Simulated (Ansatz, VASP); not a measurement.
# Two plane-wave programs on CsPbCl3

INCAR

```
SYSTEM = CsPbCl3
ALGO = Normal ; EDIFF = 1E-6
ENCUT = 500 ; GGA = LIBXC
GGA_COMPAT = .FALSE. ; ISIF = 2
ISMEAR = -1 ; LASPH = .TRUE.
LCHARG = .FALSE. ; LIBXC1 = GGA_X_B88
LIBXC2 = GGA_C_PBE ; LREAL = .FALSE.
LWAVE = .FALSE. ; NBANDS = 30
NELM = 120 ; PREC = Accurate
SIGMA = 0.05
```

The input KPOINTS:

```
k-points
0
G
  5 5 5
  0 0 0
```

Contents of POSCAR:

```
CsPbCl3
1.0
    5.5292474706      0.0000000000      0.0000000000
    0.0000000000      5.5292474706      0.0000000000
    0.0000000000      0.0000000000      5.5292474706
Pb Cs Cl
1 1 3
Direct
    0.5000000000      0.5000000000      0.5000000000
    0.0000000000      0.0000000000      0.0000000000
    0.5000000000      0.0000000000      0.5000000000
    0.0000000000      0.5000000000      0.5000000000
    0.5000000000      0.5000000000      0.0000000000
```

input.yaml

```yaml
crystal:
  lattice:
    - [5.5292474706, 0.0, 0.0]
    - [0.0, 5.5292474706, 0.0]
    - [0.0, 0.0, 5.5292474706]
  atoms:
    - { symbol: Pb, position: [0.5, 0.5, 0.5] }
    - { symbol: Cs, position: [0.0, 0.0, 0.0] }
    - { symbol: Cl, position: [0.5, 0.0, 0.5] }
    - { symbol: Cl, position: [0.0, 0.5, 0.5] }
    - { symbol: Cl, position: [0.5, 0.5, 0.0] }
hamiltonian:
  xc: { exchange: b88, correlation: pbe }
  pseudopotentials: { kind: paw }
kpoints:
  mp_grid: { grid: [5, 5, 5] }
scf:
  occupations: { method: fermi_dirac, width: 0.05 }
output:
  forces: true
  stress: true
  eigenvalues: true
  write_density: true
  write_potential: true
  elf: true
  volumetric_format: npy
```

Alike in both runs: task single point; functional b88 exchange, pbe correlation; k mesh 5 × 5 × 5; occupations fermi-dirac, width 0.05 eV; no spin polarisation.

|  | VASP | Ansatz |
| --- | --- | --- |
| version | VASP 6.6.1 | Ansatz 0.2.0 |
| potentials or method | VASP PAW PBE potentials, release 64 (Pb_d, Cs_sv, Cl) | Ansatz PAW |
| plane-wave cutoff (eV) | 500 | 420 |
| valence electrons in the cell | 44 | 44 |

Ansatz gave:

```
gap on the k mesh at the Fermi level (eV) : 2.87
least direct gap on the mesh (eV)         : 2.87
pressure (GPa)                            : 3.2
```

Which values does VASP return?

gap on the k mesh at the Fermi level (eV): 2.88; least direct gap on the mesh (eV): 2.88; pressure (GPa): 3.2.

VASP's potentials were made for PBE, not for b88 exchange, pbe correlation.

Spin-orbit coupling is off throughout. Noted on Ansatz's run: odd divisions of the mesh miss points on the zone boundary, where band edges often lie, so the gap on the mesh can be too wide.
